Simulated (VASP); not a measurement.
# SnO (Pmn2_1) in VASP: a series of runs

Runs on SnO. Level: LDA. Tasks: single point.

All numbers are computed with VASP 6.6.1; they aren't measurements. Logs are shortened: lines on timing, memory, paths and dates and some standing lists are left out, and cuts for length are marked.

### Step 1. The cell of the first run

The structure is orthorhombic, space group Pmn2_1 (No. 31). Conventional cell: a = 3.310 Å, b = 5.597 Å, c = 4.165 Å, α = 90.00°, β = 90.00°, γ = 90.00°. Sn (site symmetry m) has 3 O at 2.12 to 2.13 Å within 2.8 Å. O (site symmetry m) has 3 Sn at 2.12 to 2.13 Å within 2.8 Å.

### Step 2. Single point, LDA

The input, INCAR:

```
SYSTEM = SnO
PREC = Accurate
ENCUT = 520
EDIFF = 1E-7
ISMEAR = -1
SIGMA = 0.05
LREAL = .FALSE.
LASPH = .TRUE.
NELM = 80
ALGO = Normal
ISIF = 2
LWAVE = .FALSE.
LCHARG = .FALSE.
GGA = CA
NBANDS = 28
```

The input, KPOINTS:

```
regular mesh
0
G
  8 5 6
  0 0 0
```

The input, POSCAR:

```
SnO
1.0
    3.3096615362      0.0000000000      0.0000000000
    0.0000000000      5.5974175183      0.0000000000
    0.0000000000      0.0000000000      4.1649093566
Sn O
2 2
Direct
    0.5000000000      0.7680910000      0.0131440000
    0.0000000000      0.2319090000      0.5131440000
    0.5000000000      0.1087500000      0.2368570000
    0.0000000000      0.8912500000      0.7368570000
```

Potentials or basis: VASP PAW LDA potentials, release 64 (Sn_d, O).

Launch:

```sh
> cat potpaw_LDA.64/Sn_d/POTCAR potpaw_LDA.64/O/POTCAR > POTCAR
> mpirun -np 1 vasp_std > vasp.out
```

OUTCAR:

```text
SYSTEM = SnO
   PREC = Accurate
   ENCUT = 520
   EDIFF = 1E-7
   ISMEAR = -1
   LREAL = .FALSE.
   LASPH = .TRUE.
   NELM = 80
   ISIF = 2
   GGA = CA

 ion  position               nearest neighbor table
   1  0.500  0.768  0.013-   3 2.12   4 2.13   4 2.13   2 3.72   2 3.72   2 3.72   2 3.72
   2  0.000  0.232  0.513-   4 2.12   3 2.13   3 2.13   1 3.72   1 3.72   1 3.72   1 3.72
   3  0.500  0.109  0.237-   1 2.12   2 2.13   2 2.13
   4  0.000  0.891  0.737-   2 2.12   1 2.13   1 2.13

  LATTYP: Found a simple orthorhombic cell.
 ALAT       =     3.3096615362
 B/A-ratio  =     1.2584094510
 C/A-ratio  =     1.6912356315

  Lattice vectors:

 A1 = (  -3.3096615362,   0.0000000000,   0.0000000000)
 A2 = (   0.0000000000,   0.0000000000,   4.1649093566)
 A3 = (   0.0000000000,   5.5974175183,   0.0000000000)

Analysis of symmetry for initial positions (statically):
=====================================================================
 Subroutine PRICEL returns:
 Original cell was already a primitive cell.

 Routine SETGRP: Setting up the symmetry group for a
 simple orthorhombic supercell.

 Subroutine GETGRP returns: Found  4 space group operations
 (whereof  2 operations were pure point group operations)
 out of a pool of  8 trial point group operations.

The static configuration has the point symmetry C_1h.
 The point group associated with its full space group is C_2v.

Analysis of symmetry for dynamics (positions and initial velocities):
=====================================================================
 Subroutine PRICEL returns:
 Original cell was already a primitive cell.

 Routine SETGRP: Setting up the symmetry group for a
 simple orthorhombic supercell.

 Subroutine GETGRP returns: Found  4 space group operations
 (whereof  2 operations were pure point group operations)
 out of a pool of  8 trial point group operations.

The dynamic configuration has the point symmetry C_1h.
 The point group associated with its full space group is C_2v.

 Subroutine INISYM returns: Found  4 space group operations
 (whereof  2 operations are pure point group operations),
 and found     1 'primitive' translations

----------------------------------------------------------------------------------------

                                     Primitive cell

  volume of cell :      77.1573

  direct lattice vectors                    reciprocal lattice vectors
     3.309661536  0.000000000  0.000000000     0.302145700  0.000000000  0.000000000
     0.000000000  5.597417518  0.000000000     0.000000000  0.178653816  0.000000000
     0.000000000  0.000000000  4.164909357     0.000000000  0.000000000  0.240101264

  length of vectors
     3.309661536  5.597417518  4.164909357     0.302145700  0.178653816  0.240101264

  position of ions in fractional coordinates (direct lattice)
     0.500000000  0.768091000  0.013144000
     0.000000000  0.231909000  0.513144000
     0.500000000  0.108750000  0.236857000
     0.000000000  0.891250000  0.736857000

  ion indices of the primitive-cell ions
   primitive index   ion index
                 1           1
                 2           2
                 3           3
                 4           4

----------------------------------------------------------------------------------------

 KPOINTS: regular mesh

Automatic generation of k-mesh.
 Grid dimensions read from file:
 generate k-points for:    8    5    6

 Generating k-lattice:

  Cartesian coordinates                     Fractional coordinates (reciprocal lattice)
     0.037768212  0.000000000  0.000000000     0.125000000  0.000000000  0.000000000
     0.000000000  0.035730763  0.000000000     0.000000000  0.200000000  0.000000000
     0.000000000  0.000000000  0.040016877     0.000000000  0.000000000  0.166666667

  Length of vectors
     0.037768212  0.035730763  0.040016877

  Shift w.r.t. Gamma in fractional coordinates (k-lattice)
     0.000000000  0.000000000  0.000000000

 Subroutine IBZKPT returns following result:
 ===========================================

 Found     60 irreducible k-points:

 Following reciprocal coordinates:
            Coordinates               Weight
  0.000000  0.000000  0.000000      1.000000
  0.125000  0.000000  0.000000      2.000000
  0.250000  0.000000  0.000000      2.000000
  0.375000  0.000000  0.000000      2.000000
  0.500000  0.000000  0.000000      1.000000
  0.000000  0.200000  0.000000      2.000000
[... 16 lines left out ...]
  0.250000  0.200000  0.166667      8.000000
  0.375000  0.200000  0.166667      8.000000
 [... further k-points ...]
   k-points           NKPTS =     60   k-points in BZ     NKDIM =     60   number of bands    NBANDS=     28
   number of dos      NEDOS =    301   number of ions     NIONS =      4
   total plane-waves  NPLWV =  37632
   dimension x,y,z NGX =    28 NGY =   42 NGZ =   32
   dimension x,y,z NGXF=    56 NGYF=   84 NGZF=   64
   ions per type =               2   2
   NGX,Y,Z   is equivalent  to a cutoff of  14.06, 12.47, 12.77 a.u.
   NGXF,Y,Z  is equivalent  to a cutoff of  28.13, 24.95, 25.55 a.u.
 SYSTEM =  SnO
   PREC   = accura    normal or accurate (medium, high low for compatibility)
   ISTART =      0    job   : 0-new  1-cont  2-samecut
   ICHARG =      2    charge: 1-file 2-atom 10-const
   ISPIN  =      1    spin polarized calculation?
   LNONCOLLINEAR =      F non collinear calculations
   LSORBIT =      F    spin-orbit coupling
   LASPH  =      T    aspherical Exc in radial PAW
   ENCUT  =  520.0 eV  38.22 Ry    6.18 a.u.   6.15 10.41  7.74*2*pi/ulx,y,z
   NELM   =     80;   NELMIN=  2; NELMDL= -5     # of ELM steps
   EDIFF  = 0.1E-06   stopping-criterion for ELM
   LREAL  =      F    real-space projection
   EDIFFG = 0.1E-05   stopping-criterion for IOM
   NSW    =      0    number of steps for IOM
   IBRION =     -1    ionic relax: 0-MD 1-quasi-New 2-CG
   NFREE  =      0    steps in history (QN), initial steepest desc. (CG)
   ISIF   =      2    stress and relaxation
   ISYM   =      2    0-nonsym 1-usesym 2-fastsym
   POTIM  = 0.5000    time-step for ionic-motion
   TEBEG  =    0.0;   TEEND  =   0.0 temperature during run
   PSTRESS=    0.0 pullay stress
   NELECT =      40.0000    total number of electrons
   NUPDOWN=      -1.0000    fix difference up-down
   EMIN   =  10.00;   EMAX   =-10.00  energy-range for DOS
   EFERMI =   0.00;   METHOD = LEGACY
   ISMEAR =    -1;   SIGMA  =   0.05  broadening in eV -4-tet -1-fermi 0-gaus
   EFERMI_NEDOS =   21; number of points for ismear=-14 and -15
   IALGO  =     38    algorithm
   IMIX   =      4    mixing-type and parameters
     AMIX     =   0.40;   BMIX     =  1.00
     AMIX_MAG =   1.60;   BMIX_MAG =  1.00
  volume/ion in A,a.u.               =      19.29       130.17
  Fermi-wavevector in a.u.,A,eV,Ry     =   1.315132  2.485238 23.532244  1.729571
  Thomas-Fermi vector in A             =   2.445336
   LORBIT       =      0    0 simple, 1 ext, 2 COOP (PROOUT), +10 PAW based schemes
   GGA     = CA    functional components
   LHFCALC =     F    Hartree Fock is set to
   AEXX    =    0.0000 exact exchange contribution
   IVDW    =     0    specifies the selected vdW correction
   LEPSILON=     F    determine dielectric tensor
   LRPA    =     F    only Hartree local field effects (RPA)
 non-spin polarized calculation
  energy-cutoff  :      520.00
  volume of cell :       77.16
 maximum number of plane-waves:      2096
 NGX is ok and might be reduce to    28
   NGX = 13   NGY = 21   NGZ = 15

 number of electron      39.9999993 magnetization

 Free energy of the ion-electron system (eV)
  ---------------------------------------------------
  ext. energy  EPLUGINS =         0.00000000
  ---------------------------------------------------
  free energy    TOTEN  =       -25.25459546 eV

  energy without entropy =      -25.25459542  energy(sigma->0) =      -25.25459544

 E-fermi :   5.7046     XC(G=0): -10.1599

 val. band max:        5.0119365765   @ k =   0.1250   0.0000   0.0000
 cond. band min:       6.4067490938   @ k =   0.3750   0.4000   0.0000
 fundamental gap:      1.3948125173
 Fermi energy:         5.7046309814

 k-point     1 :       0.0000    0.0000    0.0000
  band No.  band energies     occupation
      1     -16.2204      2.00000
      2     -15.8424      2.00000
      3     -15.7376      2.00000
      4     -15.7096      2.00000
      5     -15.6798      2.00000
      6     -15.6458      2.00000
[... 20 lines left out ...]
     27      13.7443      0.00000
     28      14.3828      0.00000

 k-point     2 :       0.1250    0.0000    0.0000
  band No.  band energies     occupation
      1     -16.2126      2.00000
      2     -15.8320      2.00000
      3     -15.7568      2.00000
      4     -15.7253      2.00000
      5     -15.6900      2.00000
      6     -15.6441      2.00000
[... 20 lines left out ...]
     27      13.7919      0.00000
     28      14.4752      0.00000

 k-point     3 :       0.2500    0.0000    0.0000
  band No.  band energies     occupation
      1     -16.2036      2.00000
      2     -15.9453      2.00000
      3     -15.7262      2.00000
      4     -15.7064      2.00000
      5     -15.6905      2.00000
      6     -15.6476      2.00000
[... 20 lines left out ...]
     27      13.3799      0.00000
     28      14.5979      0.00000

 k-point     4 :       0.3750    0.0000    0.0000
  band No.  band energies     occupation
      1     -16.1999      2.00000
      2     -16.0845      2.00000
      3     -15.7041      2.00000
      4     -15.6888      2.00000
      5     -15.6652      2.00000
      6     -15.6494      2.00000
[... 20 lines left out ...]
     27      13.3490      0.00000
     28      14.7515      0.00000

 k-point     5 :       0.5000    0.0000    0.0000
  band No.  band energies     occupation
      1     -16.1703      2.00000
      2     -16.1703      2.00000
      3     -15.6949      2.00000
      4     -15.6949      2.00000
      5     -15.6591      2.00000
      6     -15.6591      2.00000
[... 20 lines left out ...]
     27      14.3437      0.00000
     28      14.3437      0.00000

 k-point     6 :       0.0000    0.2000    0.0000
  band No.  band energies     occupation
      1     -16.2172      2.00000
      2     -15.8442      2.00000
      3     -15.7349      2.00000
      4     -15.7084      2.00000
      5     -15.6808      2.00000
      6     -15.6488      2.00000
[... 463 lines left out ...]
      5     -15.6851      2.00000
      6     -15.6651      2.00000
[... 20 lines left out ...]
     27      14.0540      0.00000
     28      14.8444      0.00000

 k-point    22 :       0.1250    0.2000    0.1667
  band No.  band energies     occupation
      1     -16.1948      2.00000
      2     -15.8768      2.00000
      3     -15.7473      2.00000
      4     -15.7195      2.00000
      5     -15.6930      2.00000
      6     -15.6567      2.00000
[... 20 lines left out ...]
     27      14.4508      0.00000
     28      15.1138      0.00000

 k-point    23 :       0.2500    0.2000    0.1667
  band No.  band energies     occupation
      1     -16.1941      2.00000
      2     -15.9747      2.00000
      3     -15.7281      2.00000
      4     -15.7084      2.00000
      5     -15.6838      2.00000
      6     -15.6544      2.00000
[... 20 lines left out ...]
     27      14.2837      0.00000
     28      15.2123      0.00000

 k-point    24 :       0.3750    0.2000    0.1667
  band No.  band energies     occupation
      1     -16.2007      2.00000
      2     -16.1018      2.00000
      3     -15.7085      2.00000
      4     -15.6988      2.00000
      5     -15.6580      2.00000
      6     -15.6456      2.00000
[... 20 lines left out ...]
     27      13.9597      0.00000
     28      15.0103      0.00000

 [... further k-points ...]
[... 5 lines left out ...]
  --------------------------------------------------------------------------------------
  -------------------------------------------------------------------------------------
  Total       -1.2917991     -0.8049607     -1.0597896      0.0000000      0.0000000      0.0000000
  in kB      -26.8243202    -16.7150787    -22.0066233      0.0000000      0.0000000      0.0000000
  external PRESSURE =     -21.8486741 kB  Pullay stress =       0.0000000 kB

 VOLUME and BASIS-vectors are now :
 -----------------------------------------------------------------------------
  energy-cutoff  :      520.00
  volume of cell :       77.16
      direct lattice vectors                 reciprocal lattice vectors
     3.309661536  0.000000000  0.000000000     0.302145700  0.000000000  0.000000000
     0.000000000  5.597417518  0.000000000     0.000000000  0.178653816  0.000000000
     0.000000000  0.000000000  4.164909357     0.000000000  0.000000000  0.240101264

 POSITION                                       TOTAL-FORCE (eV/Angst)
 -----------------------------------------------------------------------------------
      1.65483      4.29933      0.05474         0.000000      0.069223     -0.019109
      0.00000      1.29809      2.13720         0.000000     -0.069223     -0.019109
      1.65483      0.60872      0.98649         0.000000     -0.141708      0.019109
      0.00000      4.98870      3.06894         0.000000      0.141708      0.019109
 -----------------------------------------------------------------------------------
    total drift:                                0.000000      0.000000     -0.001323

  FREE ENERGIE OF THE ION-ELECTRON SYSTEM (eV)
  ---------------------------------------------------
  free  energy   TOTEN  =       -25.2545954575 eV

  energy  without entropy=      -25.2545954164  energy(sigma->0) =      -25.25459544
```

Wall time 50 s (1 thread of AMD EPYC 9R45 (Zen 5), shared host); peak memory 0.2 GiB.

What came out:

```yaml
Free_energy: -25.2546 eV
Pressure: -2.2 GPa
Largest_force: 0.143 eV/Å
Band_gap_on_the_k_mesh: 1.39 eV (least direct gap 1.97 eV)
```

Forces in eV/Å, atoms in the order of the input:
```
Sn   0.000  0.069 -0.019
Sn   0.000 -0.069 -0.019
O    0.000 -0.142  0.019
O    0.000  0.142  0.019
```

Levels at points of the mesh, in eV from the valence-band top:
```csv
k point,band 17,band 18,band 19,band 20,band 21,band 22,band 23,band 24
"(0.00, 0.00, 0.00)",-3.78,-2.84,-2.24,0.00,2.60,3.19,5.85,5.96
"(0.50, 0.00, 0.00)",-2.81,-2.81,-1.29,-1.29,2.55,2.55,5.60,5.60
"(0.00, 0.00, 0.50)",-3.42,-3.42,-1.78,-1.78,2.64,2.64,5.26,5.26
"(0.50, 0.00, 0.50)",-3.33,-3.33,-1.11,-1.11,2.05,2.05,4.57,4.57
```

Caveat: spin-orbit coupling is left out, which moves the levels of the heavy elements. A k mesh can miss the band edges.

### Step 3. Single point, LDA

This run uses another cell than the first one, of 19.69 Å³/atom.

The input, INCAR:

```
PREC     = Accurate       # precision mode
ENCUT    = 520            # plane-wave cutoff, eV
EDIFF    = 1E-7           # SCF threshold, eV
ISMEAR   = -1             # smearing method
SIGMA    = 0.05           # smearing width, eV
LREAL    = F              # projectors in reciprocal space
LASPH    = T              # aspherical terms in the spheres
NELM     = 80             # most SCF steps
ALGO     = Normal         # electronic algorithm
ISIF     = 2              # what is computed and relaxed
LWAVE    = F              # write WAVECAR
LCHARG   = F              # write CHGCAR
NBANDS   = 28             # bands
```

The input, KPOINTS:

```
Automatic mesh
0
Gamma
  8 5 6
```

The input, POSCAR:

```
SnO
1.0
    3.3324875095      0.0000000000      0.0000000000
    0.0000000000      5.6360216177      0.0000000000
    0.0000000000      0.0000000000      4.1936337771
Sn O
2 2
Direct
    0.5000000000      0.7680910000      0.0131440000
    0.0000000000      0.2319090000      0.5131440000
    0.5000000000      0.1087500000      0.2368570000
    0.0000000000      0.8912500000      0.7368570000
```

Potentials or basis: VASP PAW LDA potentials, release 64 (Sn_d, O).

Launch:

```sh
> cat potpaw_LDA.64/Sn_d/POTCAR potpaw_LDA.64/O/POTCAR > POTCAR
> mpirun -np 1 vasp_std > vasp.out
```

Run time: 54 s. Hardware: 1 thread of AMD EPYC 9R45 (Zen 5), shared host; peak memory 0.2 GiB.

Results (log left out):

* Free energy: -25.2259 eV
* Pressure: -3.8 GPa
* Largest force: 0.370 eV/Å
* Band gap on the k mesh: 1.42 eV (least direct gap 2.01 eV)

Forces on the atoms (eV/Å):
```
Sn   0.000  0.354 -0.109
Sn   0.000 -0.354 -0.109
O    0.000 -0.161  0.109
O    0.000  0.161  0.109
```

Stress tensor (GPa, compression positive):
```
-4.49  0.00  0.00
 0.00 -3.35  0.00
 0.00  0.00 -3.48
```

Levels at points of the mesh, in eV from the valence-band top:
```
           k point  band 17  band 18  band 19  band 20  band 21  band 22  band 23  band 24
(0.00, 0.00, 0.00)    -3.63    -2.73    -2.13     0.00     2.59     3.15     5.83     5.88
(0.50, 0.00, 0.00)    -2.68    -2.68    -1.27    -1.27     2.54     2.54     5.53     5.53
(0.00, 0.00, 0.50)    -3.30    -3.30    -1.71    -1.71     2.62     2.62     5.21     5.21
(0.50, 0.00, 0.50)    -3.23    -3.23    -1.09    -1.09     2.07     2.07     4.55     4.55
```

Caveat: the cell stands under tension; spin-orbit coupling is left out, which moves the levels of the heavy elements.
